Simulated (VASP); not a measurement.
# Pd (Fm-3m) in VASP: further runs, part 2 of 2

VASP 6.6.1. The steps go on from the part before.

## Step 3: Single point, PBE

Contents of INCAR:

```
SYSTEM = Pd
ALGO     = Normal         ! electronic algorithm
EDIFF    = 1E-6           ! SCF threshold, eV
ENCUT    = 520            ! plane-wave cutoff, eV
GGA      = PE             ! functional
ISIF     = 2              ! what is computed and relaxed
ISMEAR   = -1             ! smearing method
LASPH    = .TRUE.         ! aspherical terms in the spheres
LCHARG   = .FALSE.        ! write CHGCAR
LREAL    = .FALSE.        ! projectors in reciprocal space
LWAVE    = .FALSE.        ! write WAVECAR
NBANDS   = 11             ! bands
NELM     = 100            ! most SCF steps
PREC     = Accurate       ! precision mode
SIGMA    = 0.1            ! smearing width, eV
```

Contents of KPOINTS:

```
k-points
0
G
  20 20 20
  0 0 0
```

Contents of POSCAR:

```
Pd
1.0
    0.0000000000      1.9734737307      1.9734737307
    1.9734737307      0.0000000000      1.9734737307
    1.9734737307      1.9734737307      0.0000000000
Pd
1
Direct
    0.0000000000      0.0000000000      0.0000000000
```

Potentials or basis: VASP PAW PBE potentials, release 64 (Pd).

Launch:

```bash
> cat potpaw_PBE.64/Pd/POTCAR > POTCAR
> mpirun -np 1 vasp_std > vasp.out
```

OUTCAR:

```text
SYSTEM = Pd
   EDIFF = 1E-6
   ENCUT = 520
   GGA = PE
   ISIF = 2
   ISMEAR = -1
   LASPH = .TRUE.
   LREAL = .FALSE.
   NELM = 100
   PREC = Accurate

 ion  position               nearest neighbor table
   1  0.000  0.000  0.000-

  LATTYP: Found a face centered cubic cell.
 ALAT       =     3.9469474614

  Lattice vectors:

 A1 = (   0.0000000000,   1.9734737307,   1.9734737307)
 A2 = (   1.9734737307,   0.0000000000,   1.9734737307)
 A3 = (   1.9734737307,   1.9734737307,   0.0000000000)

Analysis of symmetry for initial positions (statically):
=====================================================================
 Subroutine PRICEL returns:
 Original cell was already a primitive cell.

 Routine SETGRP: Setting up the symmetry group for a
 face centered cubic supercell.

 Subroutine GETGRP returns: Found 48 space group operations
 (whereof 48 operations were pure point group operations)
 out of a pool of 48 trial point group operations.

The static configuration has the point symmetry O_h .

Analysis of symmetry for dynamics (positions and initial velocities):
=====================================================================
 Subroutine PRICEL returns:
 Original cell was already a primitive cell.

 Routine SETGRP: Setting up the symmetry group for a
 face centered cubic supercell.

 Subroutine GETGRP returns: Found 48 space group operations
 (whereof 48 operations were pure point group operations)
 out of a pool of 48 trial point group operations.

The dynamic configuration has the point symmetry O_h .

 Subroutine INISYM returns: Found 48 space group operations
 (whereof 48 operations are pure point group operations),
 and found     1 'primitive' translations

----------------------------------------------------------------------------------------
[... 114 lines left out ...]
  Thomas-Fermi vector in A             =   2.539631
   LORBIT       =      0    0 simple, 1 ext, 2 COOP (PROOUT), +10 PAW based schemes
   GGA     = PE    functional components
   LHFCALC =     F    Hartree Fock is set to
   AEXX    =    0.0000 exact exchange contribution
   IVDW    =     0    specifies the selected vdW correction
   LEPSILON=     F    determine dielectric tensor
   LRPA    =     F    only Hartree local field effects (RPA)
 non-spin polarized calculation
  energy-cutoff  :      520.00
  volume of cell :       15.37
 maximum number of plane-waves:       428
 NGX is ok and might be reduce to    24
   NGX = 11   NGY = 11   NGZ = 11

 number of electron      10.0000000 magnetization

 Free energy of the ion-electron system (eV)
  ---------------------------------------------------
  ext. energy  EPLUGINS =         0.00000000
  ---------------------------------------------------
  free energy    TOTEN  =        -5.25348742 eV

  energy without entropy =       -5.18634449  energy(sigma->0) =       -5.21991596

 E-fermi :   9.1200     XC(G=0): -12.9294

 val. band max:        9.1178296086   @ k =  -0.3500   0.4000   0.1000
 cond. band min:       9.1201632113   @ k =  -0.4000   0.4000   0.1500
 fundamental gap:      0.0023336027
 Fermi energy:         9.1200295803

 k-point     1 :       0.0000    0.0000    0.0000
  band No.  band energies     occupation
      1       2.2770      2.00000
      2       6.4432      2.00000
      3       6.4432      2.00000
      4       6.4432      2.00000
      5       7.9452      1.99998
      6       7.9452      1.99998
      7      26.2677      0.00000
      8      30.8073      0.00000
      9      30.8073      0.00000
     10      30.8073      0.00000
     11      35.4164      0.00000
[... 309 lines left out ...]
 k-point    24 :      -0.3500    0.0500    0.0000
  band No.  band energies     occupation
      1       4.2637      2.00000
      2       6.5041      2.00000
      3       6.5651      2.00000
      4       7.8058      2.00000
      5       8.5448      1.99367
      6       9.2157      0.55524
      7      19.0824      0.00000
      8      26.2122      0.00000
      9      29.7471      0.00000
     10      31.4264      0.00000
     11      35.0294      0.00000

 [... further k-points ...]

------------------------ aborting loop because EDIFF is reached ----------------------------------------

  FORCE on cell =-STRESS in cart. coord.  units (eV):
  Direction    XX          YY          ZZ          XY          YZ          ZX
  --------------------------------------------------------------------------------------
  -------------------------------------------------------------------------------------
  Total       -0.0458638     -0.0458638     -0.0458638      0.0000000     -0.0000000      0.0000000
  in kB       -4.7803168     -4.7803168     -4.7803168      0.0000000     -0.0000000      0.0000000
  external PRESSURE =      -4.7803168 kB  Pullay stress =       0.0000000 kB

 VOLUME and BASIS-vectors are now :
 -----------------------------------------------------------------------------
  energy-cutoff  :      520.00
  volume of cell :       15.37
      direct lattice vectors                 reciprocal lattice vectors
     0.000000000  1.973473731  1.973473731    -0.253360352  0.253360352  0.253360352
     1.973473731  0.000000000  1.973473731     0.253360352 -0.253360352  0.253360352
     1.973473731  1.973473731  0.000000000     0.253360352  0.253360352 -0.253360352

 POSITION                                       TOTAL-FORCE (eV/Angst)
 -----------------------------------------------------------------------------------
      0.00000      0.00000      0.00000        -0.000000     -0.000000      0.000000
 -----------------------------------------------------------------------------------
    total drift:                               -0.000000      0.000000     -0.000000

  FREE ENERGIE OF THE ION-ELECTRON SYSTEM (eV)
  ---------------------------------------------------
  free  energy   TOTEN  =        -5.2534874191 eV

  energy  without entropy=       -5.1863444949  energy(sigma->0) =       -5.21991596
```

stdout:

```text
POSCAR found type information on POSCAR Pd
 POSCAR found :  1 types and       1 ions
 scaLAPACK will be used
 LDA part: xc-table for (Slater+PW92), standard interpolation
 POSCAR, INCAR and KPOINTS ok, starting setup
 FFT: planning ... GRIDC
 FFT: planning ... GRID_SOFT
 FFT: planning ... GRID
 WAVECAR not read
 entering main loop
```

Wall time 47 s (1 thread of Intel Xeon 8259CL, shared host); peak memory 0.17 GiB.

What came out:

```
Free energy            : -5.2535 eV
Pressure               : -0.5 GPa
Band gap on the k mesh : zero (band 5 reaches 9.37 eV, above the bottom of band 6 at 7.88 eV)
```

## Step 4: Single point, PBE

Contents of INCAR:

```
SYSTEM = Pd
PREC = Accurate
ENCUT = 520
EDIFF = 1E-7
ISMEAR = -1
SIGMA = 0.1
LREAL = .FALSE.
LASPH = .TRUE.
NELM = 60
ALGO = Normal
ISIF = 2
LWAVE = .FALSE.
LCHARG = .TRUE.
GGA = PE
LELF = .TRUE.
LVHAR = .TRUE.
NBANDS = 11
```

Contents of KPOINTS:

```
regular mesh
0
G
  22 22 22
  0 0 0
```

POSCAR is that of step 3.

Launch:

```bash
> cat potpaw_PBE.64/Pd/POTCAR > POTCAR
> mpirun -np 1 vasp_std > vasp.out
```

It took 84 s on 1 thread of Intel Xeon 8259CL, shared host; peak memory 0.18 GiB.

It converged, with:

| Property | Result |
| --- | --- |
| Free energy | -5.2530 eV |
| Pressure | -0.4 GPa |
| Band gap on the k mesh | zero (band 5 reaches 9.37 eV, above the bottom of band 6 at 7.89 eV) |

Levels at points of the mesh, in eV from the Fermi level:
```csv
k point,band 1,band 2,band 3,band 4,band 5,band 6,band 7,band 8,band 9,band 10
"(0.00, 0.00, 0.00)",-6.85,-2.68,-2.68,-2.68,-1.18,-1.18,17.14,21.68,21.68,21.68
"(0.50, 0.00, 0.00)",-5.01,-2.73,-2.73,-0.06,-0.06,1.08,6.97,16.48,20.67,20.67
"(0.50, 0.50, 0.00)",-5.08,-4.81,-0.09,0.24,0.24,3.33,10.32,12.96,12.96,20.94
```

## Step 5: Single point, PBE, collinear spin, ferromagnetic start

Contents of INCAR:

```
SYSTEM = Pd
PREC     = Accurate       ! precision mode
ENCUT    = 520            ! plane-wave cutoff, eV
EDIFF    = 1E-6           ! SCF threshold, eV
ISMEAR   = -1             ! smearing method
SIGMA    = 0.05           ! smearing width, eV
LREAL    = .FALSE.        ! projectors in reciprocal space
LASPH    = .TRUE.         ! aspherical terms in the spheres
NELM     = 150            ! most SCF steps
ALGO     = Normal         ! electronic algorithm
ISIF     = 2              ! what is computed and relaxed
LWAVE    = .FALSE.        ! write WAVECAR
LCHARG   = .FALSE.        ! write CHGCAR
ISPIN    = 2              ! spin polarisation
MAGMOM   = 0.288          ! initial moments
LORBIT   = 11             ! projections on sites
LMAXMIX  = 4              ! l up to which the mixer works
GGA      = PE             ! functional
NBANDS   = 15             ! bands
```

Contents of KPOINTS:

```
Automatic mesh
0
G
  14 14 14
  0 0 0
```

Contents of POSCAR:

```
Pd
1.0
    0.0000000000      1.9737080107      1.9737080107
    1.9737080107      0.0000000000      1.9737080107
    1.9737080107      1.9737080107      0.0000000000
Pd
1
Direct
    0.0000000000      0.0000000000      0.0000000000
```

Potentials or basis: VASP PAW PBE potentials, release 64 (Pd).

Launch:

```bash
> cat potpaw_PBE.64/Pd/POTCAR > POTCAR
> mpirun -np 1 vasp_std > vasp.out
```

OUTCAR:

```text
SYSTEM = Pd
   PREC = Accurate
   ENCUT = 520
   EDIFF = 1E-6
   ISMEAR = -1
   LREAL = .FALSE.
   LASPH = .TRUE.
   NELM = 150
   ISIF = 2
   ISPIN = 2
   LORBIT = 11
   GGA = PE

 ion  position               nearest neighbor table
   1  0.000  0.000  0.000-

  LATTYP: Found a face centered cubic cell.
 ALAT       =     3.9474160214

  Lattice vectors:

 A1 = (   0.0000000000,   1.9737080107,   1.9737080107)
 A2 = (   1.9737080107,   0.0000000000,   1.9737080107)
 A3 = (   1.9737080107,   1.9737080107,   0.0000000000)

Analysis of symmetry for initial positions (statically):
=====================================================================
 Subroutine PRICEL returns:
 Original cell was already a primitive cell.

 Routine SETGRP: Setting up the symmetry group for a
 face centered cubic supercell.

 Subroutine GETGRP returns: Found 48 space group operations
 (whereof 48 operations were pure point group operations)
 out of a pool of 48 trial point group operations.

The static configuration has the point symmetry O_h .

Analysis of symmetry for dynamics (positions and initial velocities):
=====================================================================
 Subroutine PRICEL returns:
 Original cell was already a primitive cell.

 Routine SETGRP: Setting up the symmetry group for a
 face centered cubic supercell.

 Subroutine GETGRP returns: Found 48 space group operations
 (whereof 48 operations were pure point group operations)
 out of a pool of 48 trial point group operations.

The dynamic configuration has the point symmetry O_h .

Analysis of structural, dynamic, and magnetic symmetry:
=====================================================================
 Subroutine PRICEL returns:
 Original cell was already a primitive cell.

 Routine SETGRP: Setting up the symmetry group for a
 face centered cubic supercell.

 Subroutine GETGRP returns: Found 48 space group operations
 (whereof 48 operations were pure point group operations)
 out of a pool of 48 trial point group operations.

The overall configuration has the point symmetry O_h .

[... 152 lines left out ...]

 k-point     1 :       0.0000    0.0000    0.0000
  band No.  band energies     occupation
      1       2.2576      1.00000
      2       6.2874      1.00000
      3       6.2874      1.00000
      4       6.2874      1.00000
      5       7.8148      1.00000
      6       7.8148      1.00000
      7      26.2547      0.00000
      8      30.7909      0.00000
      9      30.7909      0.00000
     10      30.7909      0.00000
     11      35.2102      0.00000
     12      36.0672      0.00000
     13      38.8302      0.00000
     14      38.8302      0.00000
[... 403 lines left out ...]
      4       6.9706      1.00000
      5       7.9678      1.00000
      6       8.3366      1.00000
      7      24.0682      0.00000
      8      27.4857      0.00000
      9      28.4045      0.00000
     10      30.3690      0.00000
     11      34.4980      0.00000
     12      35.5506      0.00000
     13      36.7899      0.00000
     14      37.1038      0.00000
     15      40.2296      0.00000

 [... further k-points ...]

 spin component 2

 k-point     1 :       0.0000    0.0000    0.0000
  band No.  band energies     occupation
      1       2.2908      1.00000
      2       6.5973      1.00000
      3       6.5973      1.00000
      4       6.5973      1.00000
      5       8.0709      1.00000
      6       8.0709      1.00000
      7      26.2686      0.00000
      8      30.8070      0.00000
      9      30.8070      0.00000
     10      30.8070      0.00000
     11      35.5738      0.00000
     12      36.1829      0.00000
     13      38.9082      0.00000
     14      38.9082      0.00000
[... 403 lines left out ...]
      4       7.2696      1.00000
      5       8.2312      1.00000
      6       8.6172      0.99996
      7      24.1467      0.00000
      8      27.5172      0.00000
      9      28.4759      0.00000
     10      30.4251      0.00000
     11      34.6496      0.00000
     12      36.0048      0.00000
     13      36.8398      0.00000
     14      37.1670      0.00000
     15      40.3144      0.00000

 [... further k-points ...]
[... 5 lines left out ...]
  --------------------------------------------------------------------------------------
  -------------------------------------------------------------------------------------
  Total       -0.0304913     -0.0304913     -0.0304913      0.0000000     -0.0000000      0.0000000
  in kB       -3.1769329     -3.1769329     -3.1769329      0.0000000     -0.0000000      0.0000000
  external PRESSURE =      -3.1769329 kB  Pullay stress =       0.0000000 kB

 VOLUME and BASIS-vectors are now :
 -----------------------------------------------------------------------------
  energy-cutoff  :      520.00
  volume of cell :       15.38
      direct lattice vectors                 reciprocal lattice vectors
     0.000000000  1.973708011  1.973708011    -0.253330278  0.253330278  0.253330278
     1.973708011  0.000000000  1.973708011     0.253330278 -0.253330278  0.253330278
     1.973708011  1.973708011  0.000000000     0.253330278  0.253330278 -0.253330278

 POSITION                                       TOTAL-FORCE (eV/Angst)
 -----------------------------------------------------------------------------------
      0.00000      0.00000      0.00000        -0.000000      0.000000      0.000000
 -----------------------------------------------------------------------------------
    total drift:                               -0.000000      0.000000      0.000000

  FREE ENERGIE OF THE ION-ELECTRON SYSTEM (eV)
  ---------------------------------------------------
  free  energy   TOTEN  =        -5.2219419533 eV

  energy  without entropy=       -5.2051423265  energy(sigma->0) =       -5.21354214

 total charge

# of ion       s       p       d       tot
------------------------------------------
    1        0.471   0.436   8.451   9.357

 magnetization (x)

# of ion       s       p       d       tot
------------------------------------------
    1        0.001  -0.005   0.402   0.398
```

Wall time 98 s (1 thread of Intel Xeon 8259CL, shared host); peak memory 0.17 GiB.

What came out:

* Free energy: -5.2219 eV
* Pressure: -0.3 GPa
* Net moment: 0.40 μB per cell
* Site moments: Pd +0.40 μB
* Valence electrons inside the program's atomic spheres: Pd 9.36

Levels at points of the mesh, in eV from the Fermi level:
Spin up:
| k point | band 2 | band 3 | band 4 | band 5 | band 6 | band 7 | band 8 | band 9 |
| --- | --- | --- | --- | --- | --- | --- | --- | --- |
| (0.00, 0.00, 0.00) | -2.84 | -2.84 | -2.84 | -1.31 | -1.31 | 17.13 | 21.66 | 21.66 |
| (0.50, 0.00, 0.00) | -2.86 | -2.86 | -0.22 | -0.22 | 1.07 | 6.86 | 16.48 | 20.62 |
| (0.50, 0.50, 0.00) | -4.94 | -0.23 | 0.05 | 0.05 | 3.31 | 10.24 | 12.93 | 12.93 |
Spin down:
```csv
k point,band 3,band 4,band 5,band 6,band 7,band 8
"(0.00, 0.00, 0.00)",-2.53,-2.53,-1.06,-1.06,17.14,21.68
"(0.50, 0.00, 0.00)",-2.60,0.10,0.10,1.08,7.06,16.48
"(0.50, 0.50, 0.00)",0.04,0.41,0.41,3.33,10.38,12.97
```

## Step 6: The runs side by side

| spin | k mesh | smearing | gap on the mesh (eV) | pressure (GPa) | moment (μB) |
| --- | --- | --- | --- | --- | --- |
| collinear, ferromagnetic start | 11 × 11 × 11 | fermi-dirac 0.05 eV | none | -0.1 | 0.42 |
| off | 20 × 20 × 20 | fermi-dirac 0.1 eV | none | -0.5 | - |
| off | 22 × 22 × 22 | fermi-dirac 0.1 eV | none | -0.4 | - |
| collinear, ferromagnetic start | 14 × 14 × 14 | fermi-dirac 0.05 eV | none | -0.3 | 0.40 |

Alike in all rows: task single point; level PBE; potentials or basis VASP PAW PBE potentials, release 64 (Pd); cell a = 2.791 Å, angles 60.0°, 1 atom; cutoff (eV) 520.

Every run on the cell as given and a fine mesh finds a metal.

Total energies depend on the potentials used, so only differences within one code and one set of settings carry meaning.
